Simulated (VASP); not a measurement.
# Ba (P6/mmm) in VASP: notebook

Runs on Ba. Level: LDA. Tasks: relaxation of cell and atoms.

Program: VASP 6.6.1. These are calculated values, not measurements. Logs are shortened: lines on timing, memory, paths and dates and some standing lists are left out, and cuts for length are marked.

## Step 1: The cell of the first run

The structure is hexagonal, space group P6/mmm (No. 191). Conventional cell: a = 6.251 Å, b = 6.251 Å, c = 3.875 Å, α = 90.00°, β = 90.00°, γ = 120.00°. Within 5.1 Å of Ba (site symmetry 6/mmm) lie 14 Ba at 3.88 to 4.10 Å. Within 4.7 Å of Ba (site symmetry -6m2) lie 11 Ba at 3.61 to 4.10 Å.

This isn't the form of Ba at room conditions, which is bcc.

## Step 2: Relaxation of cell and atoms, LDA, target pressure 2.3 GPa, at which the enthalpy is minimised

Input file INCAR:

```
SYSTEM = Ba
PREC     = Accurate       ! precision mode
ENCUT    = 500            ! plane-wave cutoff, eV
EDIFF    = 1E-7           ! SCF threshold, eV
ISMEAR   = -1             ! smearing method
SIGMA    = 0.05           ! smearing width, eV
LREAL    = .FALSE.        ! projectors in reciprocal space
LASPH    = .TRUE.         ! aspherical terms in the spheres
NELM     = 120            ! most SCF steps
ALGO     = Normal         ! electronic algorithm
ISIF     = 3              ! what is computed and relaxed
LWAVE    = .FALSE.        ! write WAVECAR
LCHARG   = .FALSE.        ! write CHGCAR
GGA      = CA             ! functional
IBRION   = 2              ! ionic algorithm
NSW      = 60             ! ionic steps
EDIFFG   = -0.005         ! ionic threshold
PSTRESS  = 23.0         
GGA_COMPAT= .FALSE.      
NELMIN   = 4
```

Input file KPOINTS:

```
regular mesh
0
G
  6 6 8
  0 0 0
```

Input file POSCAR:

```
Ba
1.0
    6.2506381679      0.0000000000      0.0000000000
   -3.1253190839      5.4132114432      0.0000000000
    0.0000000000      0.0000000000      3.8753956641
Ba
3
Direct
    0.0000000000      0.0000000000      0.0000000000
    0.3333333333      0.6666666667      0.5000000000
    0.6666666667      0.3333333333      0.5000000000
```

Potentials or basis: VASP PAW LDA potentials, release 64 (Ba_sv).

Run with:

```sh
$ cat potpaw_LDA.64/Ba_sv/POTCAR > POTCAR
$ mpirun -np 1 vasp_std > vasp.out
```

OUTCAR:

```text
SYSTEM = Ba
   PREC = Accurate
   ENCUT = 500
   EDIFF = 1E-7
   ISMEAR = -1
   LREAL = .FALSE.
   LASPH = .TRUE.
   NELM = 120
   ISIF = 3
   GGA = CA
   IBRION = 2
   NSW = 60
   EDIFFG = -0.005
   PSTRESS = 23.0
   NELMIN = 4

 ion  position               nearest neighbor table
   1  0.000  0.000  0.000-   2 4.10   3 4.10   2 4.10   3 4.10   2 4.10   2 4.10   3 4.10   3 4.10
                             3 4.10   3 4.10   2 4.10   2 4.10
   2  0.333  0.667  0.500-   3 3.61   3 3.61   3 3.61   1 4.10   1 4.10   1 4.10   1 4.10   1 4.10
                             1 4.10
   3  0.667  0.333  0.500-   2 3.61   2 3.61   2 3.61   1 4.10   1 4.10   1 4.10   1 4.10   1 4.10
                             1 4.10

  LATTYP: Found a hexagonal cell.
 ALAT       =     6.2506381679
 C/A-ratio  =     0.6200000000

  Lattice vectors:

 A1 = (   6.2506381679,   0.0000000000,   0.0000000000)
 A2 = (  -3.1253190839,   5.4132114432,   0.0000000000)
 A3 = (   0.0000000000,   0.0000000000,   3.8753956641)

Analysis of symmetry for initial positions (statically):
=====================================================================
 Subroutine PRICEL returns:
 Original cell was already a primitive cell.

 Routine SETGRP: Setting up the symmetry group for a
 hexagonal supercell.

 Subroutine GETGRP returns: Found 24 space group operations
 (whereof 24 operations were pure point group operations)
 out of a pool of 24 trial point group operations.

The static configuration has the point symmetry D_6h.

Analysis of symmetry for dynamics (positions and initial velocities):
=====================================================================
 Subroutine PRICEL returns:
 Original cell was already a primitive cell.

 Routine SETGRP: Setting up the symmetry group for a
 hexagonal supercell.

 Subroutine GETGRP returns: Found 24 space group operations
 (whereof 24 operations were pure point group operations)
 out of a pool of 24 trial point group operations.

The dynamic configuration has the point symmetry D_6h.

 Subroutine INISYM returns: Found 24 space group operations
 (whereof 24 operations are pure point group operations),
 and found     1 'primitive' translations

----------------------------------------------------------------------------------------

                                     Primitive cell

  volume of cell :     131.1280

  direct lattice vectors                    reciprocal lattice vectors
     6.250638168  0.000000000  0.000000000     0.159983665  0.092366612  0.000000000
    -3.125319084  5.413211443  0.000000000     0.000000000  0.184733224  0.000000000
     0.000000000  0.000000000  3.875395664     0.000000000  0.000000000  0.258038169

  length of vectors
     6.250638168  6.250638168  3.875395664     0.184733224  0.184733224  0.258038169

  position of ions in fractional coordinates (direct lattice)
     0.000000000  0.000000000  0.000000000
     0.333333333  0.666666667  0.500000000
     0.666666667  0.333333333  0.500000000

  ion indices of the primitive-cell ions
   primitive index   ion index
                 1           1
                 2           2
                 3           3

----------------------------------------------------------------------------------------

 KPOINTS: regular mesh

Automatic generation of k-mesh.
 Grid dimensions read from file:
 generate k-points for:    6    6    8

 Generating k-lattice:

  Cartesian coordinates                     Fractional coordinates (reciprocal lattice)
     0.026663944  0.015394435  0.000000000     0.166666667  0.000000000  0.000000000
     0.000000000  0.030788871  0.000000000     0.000000000  0.166666667  0.000000000
     0.000000000  0.000000000  0.032254771     0.000000000  0.000000000  0.125000000

  Length of vectors
     0.030788871  0.030788871  0.032254771

  Shift w.r.t. Gamma in fractional coordinates (k-lattice)
     0.000000000  0.000000000  0.000000000

 Subroutine IBZKPT returns following result:
 ===========================================

 Found     35 irreducible k-points:

 Following reciprocal coordinates:
            Coordinates               Weight
  0.000000  0.000000  0.000000      1.000000
  0.166667  0.000000  0.000000      6.000000
  0.333333  0.000000  0.000000      6.000000
  0.500000  0.000000  0.000000      3.000000
  0.166667  0.166667  0.000000      6.000000
  0.333333  0.166667  0.000000     12.000000
[... 16 lines left out ...]
  0.166667  0.000000  0.375000     12.000000
  0.333333  0.000000  0.375000     12.000000
 [... further k-points ...]
   k-points           NKPTS =     35   k-points in BZ     NKDIM =     35   number of bands    NBANDS=     19
   number of dos      NEDOS =    301   number of ions     NIONS =      3
   total plane-waves  NPLWV =  64512
   dimension x,y,z NGX =    48 NGY =   48 NGZ =   28
   dimension x,y,z NGXF=    96 NGYF=   96 NGZF=   56
   ions per type =               3
   NGX,Y,Z   is equivalent  to a cutoff of  12.77, 12.77, 12.01 a.u.
   NGXF,Y,Z  is equivalent  to a cutoff of  25.53, 25.53, 24.02 a.u.
 SYSTEM =  Ba
   PREC   = accura    normal or accurate (medium, high low for compatibility)
   ISTART =      0    job   : 0-new  1-cont  2-samecut
   ICHARG =      2    charge: 1-file 2-atom 10-const
   ISPIN  =      1    spin polarized calculation?
   LNONCOLLINEAR =      F non collinear calculations
   LSORBIT =      F    spin-orbit coupling
   LASPH  =      T    aspherical Exc in radial PAW
   ENCUT  =  500.0 eV  36.75 Ry    6.06 a.u.  11.40 11.40  7.07*2*pi/ulx,y,z
   NELM   =    120;   NELMIN=  4; NELMDL= -5     # of ELM steps
   EDIFF  = 0.1E-06   stopping-criterion for ELM
   LREAL  =      F    real-space projection
   EDIFFG = -.5E-02   stopping-criterion for IOM
   NSW    =     60    number of steps for IOM
   IBRION =      2    ionic relax: 0-MD 1-quasi-New 2-CG
   NFREE  =      1    steps in history (QN), initial steepest desc. (CG)
   ISIF   =      3    stress and relaxation
   ISYM   =      2    0-nonsym 1-usesym 2-fastsym
   POTIM  = 0.5000    time-step for ionic-motion
   TEBEG  =    0.0;   TEEND  =   0.0 temperature during run
   PSTRESS=   23.0 pullay stress
   NELECT =      30.0000    total number of electrons
   NUPDOWN=      -1.0000    fix difference up-down
   EMIN   =  10.00;   EMAX   =-10.00  energy-range for DOS
   EFERMI =   0.00;   METHOD = LEGACY
   ISMEAR =    -1;   SIGMA  =   0.05  broadening in eV -4-tet -1-fermi 0-gaus
   EFERMI_NEDOS =   21; number of points for ismear=-14 and -15
   IALGO  =     38    algorithm
   IMIX   =      4    mixing-type and parameters
     AMIX     =   0.40;   BMIX     =  1.00
     AMIX_MAG =   1.60;   BMIX_MAG =  1.00
  volume/ion in A,a.u.               =      43.71       294.97
  Fermi-wavevector in a.u.,A,eV,Ry     =   1.001267  1.892121 13.640338  1.002537
  Thomas-Fermi vector in A             =   2.133678
   LORBIT       =      0    0 simple, 1 ext, 2 COOP (PROOUT), +10 PAW based schemes
   GGA     = CA    functional components
   LHFCALC =     F    Hartree Fock is set to
   AEXX    =    0.0000 exact exchange contribution
   IVDW    =     0    specifies the selected vdW correction
   LEPSILON=     F    determine dielectric tensor
   LRPA    =     F    only Hartree local field effects (RPA)
 conjugate gradient relaxation of ions
 non-spin polarized calculation
  energy-cutoff  :      500.00
  volume of cell :      131.13
 maximum number of plane-waves:      3368
 NGX is ok and might be reduce to    48
   NGX = 23   NGY = 23   NGZ = 15

--------------------------------------- Ionic step        1  -------------------------------------------

 number of electron      30.0000004 magnetization

 Free energy of the ion-electron system (eV)
  ---------------------------------------------------
  ext. energy  EPLUGINS =         0.00000000
  ---------------------------------------------------
  free energy    TOTEN  =        -6.36006336 eV

  energy without entropy =       -6.31247437  energy(sigma->0) =       -6.33626887

------------------------ aborting loop because EDIFF is reached ----------------------------------------

  FORCE on cell =-STRESS in cart. coord.  units (eV):
  Direction    XX          YY          ZZ          XY          YZ          ZX
  --------------------------------------------------------------------------------------
  -------------------------------------------------------------------------------------
  Total        2.5231069      2.5231069      1.5466858      0.0000000     -0.0000000      0.0000000
  in kB       30.8283892     30.8283892     18.8980628      0.0000000     -0.0000000      0.0000000
  external PRESSURE =       3.8516137 kB  Pullay stress =      23.0000000 kB

 VOLUME and BASIS-vectors are now :
 -----------------------------------------------------------------------------
  energy-cutoff  :      500.00
  volume of cell :      131.13
      direct lattice vectors                 reciprocal lattice vectors
     6.250638168  0.000000000  0.000000000     0.159983665  0.092366612  0.000000000
    -3.125319084  5.413211443  0.000000000     0.000000000  0.184733224  0.000000000
     0.000000000  0.000000000  3.875395664     0.000000000  0.000000000  0.258038169
[... 165 lines left out ...]
  FREE ENERGIE OF THE ION-ELECTRON SYSTEM (eV)
  ---------------------------------------------------
  free  energy   TOTEN  =        -6.4376277554 eV

  energy  without entropy=       -6.3906701784  energy(sigma->0) =       -6.41414897

  enthalpy is  TOTEN    =        -4.4945595817 eV   P V=        1.9430681737

--------------------------------------- Ionic step        6  -------------------------------------------

 number of electron      30.0000001 magnetization

 Free energy of the ion-electron system (eV)
  ---------------------------------------------------
  ext. energy  EPLUGINS =         0.00000000
  ---------------------------------------------------
  free energy    TOTEN  =        -6.43635166 eV

  energy without entropy =       -6.38936351  energy(sigma->0) =       -6.41285759

 E-fermi :   2.7074     XC(G=0):  -8.7779

 val. band max:        2.7051393902   @ k =   0.3333   0.1667   0.3750
 cond. band min:       2.7823423210   @ k =   0.3333   0.3333   0.3750
 fundamental gap:      0.0772029308
 Fermi energy:         2.7073618611

 k-point     1 :       0.0000    0.0000    0.0000
  band No.  band energies     occupation
      1     -25.7553      2.00000
      2     -25.5400      2.00000
      3     -25.4526      2.00000
      4     -11.3937      2.00000
      5     -11.3937      2.00000
      6     -11.0365      2.00000
[... 11 lines left out ...]
     18       3.7718      0.00000
     19       3.7718      0.00000
[... 485 lines left out ...]
 k-point    24 :       0.3333    0.0000    0.3750
  band No.  band energies     occupation
      1     -25.6205      2.00000
      2     -25.5088      2.00000
      3     -25.3937      2.00000
      4     -11.4058      2.00000
      5     -11.3542      2.00000
      6     -11.3342      2.00000
[... 11 lines left out ...]
     18       3.8792      0.00000
     19       4.3089      0.00000

 [... further k-points ...]

------------------------ aborting loop because EDIFF is reached ----------------------------------------

  FORCE on cell =-STRESS in cart. coord.  units (eV):
  Direction    XX          YY          ZZ          XY          YZ          ZX
  --------------------------------------------------------------------------------------
  -------------------------------------------------------------------------------------
  Total        1.9411971      1.9411971      1.9399347      0.0000000     -0.0000000     -0.0000000
  in kB       22.9930065     22.9930065     22.9780538      0.0000000     -0.0000000     -0.0000000
  external PRESSURE =      -0.0119777 kB  Pullay stress =      23.0000000 kB

 VOLUME and BASIS-vectors are now :
 -----------------------------------------------------------------------------
  energy-cutoff  :      500.00
  volume of cell :      135.26
      direct lattice vectors                 reciprocal lattice vectors
     6.392473065  0.000000000 -0.000000000     0.156433979  0.090317200  0.000000000
    -3.196236532  5.536044067  0.000000000    -0.000000000  0.180634400  0.000000000
    -0.000000000 -0.000000000  3.822222836     0.000000000 -0.000000000  0.261627865

 POSITION                                       TOTAL-FORCE (eV/Angst)
 -----------------------------------------------------------------------------------
      0.00000      0.00000      0.00000         0.000000      0.000000      0.000000
     -0.00000      3.69070      1.91111        -0.000000     -0.000000     -0.000000
      3.19624      1.84535      1.91111         0.000000     -0.000000      0.000000
 -----------------------------------------------------------------------------------
    total drift:                               -0.000000      0.000000     -0.000000

  FREE ENERGIE OF THE ION-ELECTRON SYSTEM (eV)
  ---------------------------------------------------
  free  energy   TOTEN  =        -6.4363516607 eV

  energy  without entropy=       -6.3893635144  energy(sigma->0) =       -6.41285759

  enthalpy is  TOTEN    =        -4.4945641579 eV   P V=        1.9417875028

 reached required accuracy - stopping structural energy minimisation
```

Run time: 3 min. Hardware: 1 thread of Intel Xeon Platinum 8375C at 2.90GHz (Ice Lake), shared host; peak memory 0.24 GiB.

Results:

| Property | Result |
| --- | --- |
| Free energy | -6.4364 eV |
| Relaxed volume | 45.09 Å³/atom |
| Relaxed cell | a = 6.392 Å, b = 6.392 Å, c = 3.822 Å, α = 90.00°, β = 90.00°, γ = 120.00° |
| Space group after relaxing (to 0.1 Å) | P6/mmm (No. 191) |
| Energy change on relaxing (the run minimises the enthalpy) | -25.4 meV/atom |
| Ionic steps | 6 |
| Pressure after relaxing | 2.3 GPa |
| Band gap on the k mesh | zero (bands 15 and 16 overlap by 1.11 eV) |

Step by step:
```tsv
step	energy change (eV)	largest force (eV/Å)	pressure (GPa)	volume (Å³)
1	0.0000	0.0000	2.69	131.13
2	-0.0403	0.0000	2.50	133.12
3	-0.0841	0.0000	2.24	135.82
4	-0.0808	0.0000	2.27	135.59
5	-0.0776	0.0000	2.29	135.35
6	-0.0763	0.0000	2.30	135.26
```

Final structure:
```
Ba
1.0
     6.39247    0.00000    0.00000
    -3.19624    5.53604    0.00000
     0.00000    0.00000    3.82222
Ba
3
Direct
  0.00000 0.00000 0.00000
  0.33333 0.66667 0.50000
  0.66667 0.33333 0.50000
```

Caveat: the cell is relaxed towards a set pressure, so the run minimises the enthalpy, not the energy; spin-orbit coupling is left out, which moves the levels of the heavy elements.

## Step 3: Relaxation of cell and atoms, LDA, target pressure 2.3 GPa, at which the enthalpy is minimised

This run uses another cell than the first one, of 44.01 Å³/atom.

Input file INCAR:

```
SYSTEM = Ba
PREC = Accurate ; ENCUT = 500
EDIFF = 1E-7 ; ISMEAR = -1
SIGMA = 0.05 ; LREAL = .False.
LASPH = .True. ; NELM = 120
ALGO = Normal ; ISIF = 3
LWAVE = .False. ; LCHARG = .False.
IBRION = 2 ; NSW = 32
EDIFFG = -0.005 ; PSTRESS = 23.0
GGA_COMPAT = .False. ; NELMIN = 4
```

Input file KPOINTS:

```
regular mesh
0
Gamma
  6 6 8
  0 0 0
```

Input file POSCAR:

```
Ba
1.0
    6.3384852311      0.0000000000      0.0000000000
   -3.1692426155      5.4892892316      0.0000000000
    0.0000000000      0.0000000000      3.7942855767
Ba
3
Direct
    0.0000000000      0.0000000000      0.0000000000
    0.3333333333      0.6666666667      0.5000000000
    0.6666666667      0.3333333333      0.5000000000
```

Potentials or basis: VASP PAW LDA potentials, release 64 (Ba_sv).

Run with:

```sh
$ cat potpaw_LDA.64/Ba_sv/POTCAR > POTCAR
$ mpirun -np 1 vasp_std > vasp.out
```

It took 2.7 min on 1 thread of Intel Xeon Platinum 8375C at 2.90GHz (Ice Lake), shared host; peak memory 0.23 GiB.

It converged, with:

| Property | Result |
| --- | --- |
| Free energy | -6.4355 eV |
| Relaxed volume | 45.07 Å³/atom |
| Relaxed cell | a = 6.390 Å, b = 6.390 Å, c = 3.823 Å, α = 90.00°, β = 90.00°, γ = 120.00° |
| Space group after relaxing (to 0.1 Å) | P6/mmm (No. 191) |
| Energy change on relaxing (the run minimises the enthalpy) | -16.4 meV/atom |
| Ionic steps | 6 |
| Pressure after relaxing | 2.3 GPa |
| Band gap on the k mesh | zero (bands 15 and 16 overlap by 1.11 eV) |

The path:
```csv
step,energy change (eV),largest force (eV/Å),pressure (GPa),volume (Å³)
1,0.0000,0.0000,2.63,132.02
2,-0.0277,0.0000,2.45,133.76
3,-0.0516,0.0000,2.29,135.38
4,-0.0499,0.0000,2.30,135.26
5,-0.0489,0.0000,2.31,135.19
6,-0.0491,0.0000,2.31,135.20
```

Final structure:
```
Ba
1.0
     6.39046    0.00000    0.00000
    -3.19523    5.53430    0.00000
     0.00000    0.00000    3.82287
Ba
3
Direct
  0.00000 0.00000 0.00000
  0.33333 0.66667 0.50000
  0.66667 0.33333 0.50000
```

Levels at points of the mesh, in eV from the Fermi level:
| k point | band 12 | band 13 | band 14 | band 15 | band 16 | band 17 | band 18 | band 19 |
| --- | --- | --- | --- | --- | --- | --- | --- | --- |
| (0.00, 0.00, 0.00) | -12.94 | -2.76 | -0.68 | 0.84 | 1.05 | 1.05 | 1.07 | 1.07 |
| (0.50, 0.00, 0.00) | -12.98 | -1.23 | -1.02 | -0.97 | 0.63 | 0.66 | 0.82 | 1.14 |
| (0.00, 0.00, 0.50) | -13.18 | -0.92 | -0.92 | -0.27 | -0.27 | -0.12 | 0.62 | 1.96 |
| (0.50, 0.00, 0.50) | -13.08 | -0.92 | -0.60 | -0.46 | -0.04 | 0.73 | 0.94 | 1.36 |

Caveat: the cell is relaxed towards a set pressure, so the run minimises the enthalpy, not the energy; spin-orbit coupling is left out, which moves the levels of the heavy elements.
